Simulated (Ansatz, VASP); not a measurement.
**Two plane-wave programs on Al2Cu**

INCAR

```
SYSTEM = Al2Cu
PREC = Accurate
ENCUT = 520
EDIFF = 1E-6
ISMEAR = 0
SIGMA = 0.15
LREAL = .False.
LASPH = .True.
NELM = 100
ALGO = Fast
ISIF = 2
LWAVE = .False.
LCHARG = .False.
GGA = PE
NBANDS = 26
```

Contents of KPOINTS:

```
Automatic mesh
0
Gamma
  10 10 10
  0 0 0
```

Contents of POSCAR:

```
Al2Cu
1.0
   -3.0261521191      3.0261521191      2.3192000000
    3.0261521191     -3.0261521191      2.3192000000
    3.0261521191      3.0261521191     -2.3192000000
Al Cu
4 2
Direct
    0.1587211657      0.6587211657      0.8174423314
    0.6587211657      0.8412788343      0.5000000000
    0.8412788343      0.3412788343      0.1825576686
    0.3412788343      0.1587211657      0.5000000000
    0.7500000000      0.7500000000      0.0000000000
    0.2500000000      0.2500000000      0.0000000000
```

Input for Ansatz:

```yaml
crystal:
  lattice:
    - [-3.0261521191, 3.0261521191, 2.3192]
    - [3.0261521191, -3.0261521191, 2.3192]
    - [3.0261521191, 3.0261521191, -2.3192]
  atoms:
    - { symbol: Al, position: [0.1587211657, 0.6587211657, 0.8174423314] }
    - { symbol: Al, position: [0.6587211657, 0.8412788343, 0.5] }
    - { symbol: Al, position: [0.8412788343, 0.3412788343, 0.1825576686] }
    - { symbol: Al, position: [0.3412788343, 0.1587211657, 0.5] }
    - { symbol: Cu, position: [0.75, 0.75, 0.0] }
    - { symbol: Cu, position: [0.25, 0.25, 0.0] }
basis:
  ecutwfc: 520.0
kpoints:
  mp_grid: { grid: [10, 10, 10] }
hamiltonian:
  xc: pbe
  pseudopotentials: { kind: paw, azcp: { folder: soft_1 } }
scf:
  occupations: { method: gaussian, width: 0.15 }
output:
  forces: true
  stress: true
  eigenvalues: true
```

Alike in both runs: task single point; functional PBE; k mesh 10 × 10 × 10; occupations gaussian, width 0.15 eV; no spin polarisation.

```csv
,VASP,Ansatz
version,VASP 6.6.1,Ansatz 0.2.0
potentials or method,"VASP PAW PBE potentials, release 64 (Al, Cu), cutoff 520 eV","scalar-relativistic, plane waves, PAW"
valence electrons in the cell,34,50
```

```csv
,VASP,Ansatz,Ansatz less VASP
gap on the k mesh at the Fermi level (eV),none,none,-
pressure (GPa),5.9,6.1,+0.15
"traceless stress, the component that is largest in VASP (GPa)",5.75,5.75,+0.003
rms of the force components (eV/Å),0.091,0.090,-0.0012
```

Atom by atom the forces differ by 0.001 eV/Å (rms over components). A gap of «none» marks a metal or a gap that the smearing closes. With one functional, cell and mesh, what is left measures potentials, basis and numerics. VASP's potentials hold 34 valence electrons a cell and Ansatz's 50, so a difference there can come from the potentials and not from the codes.
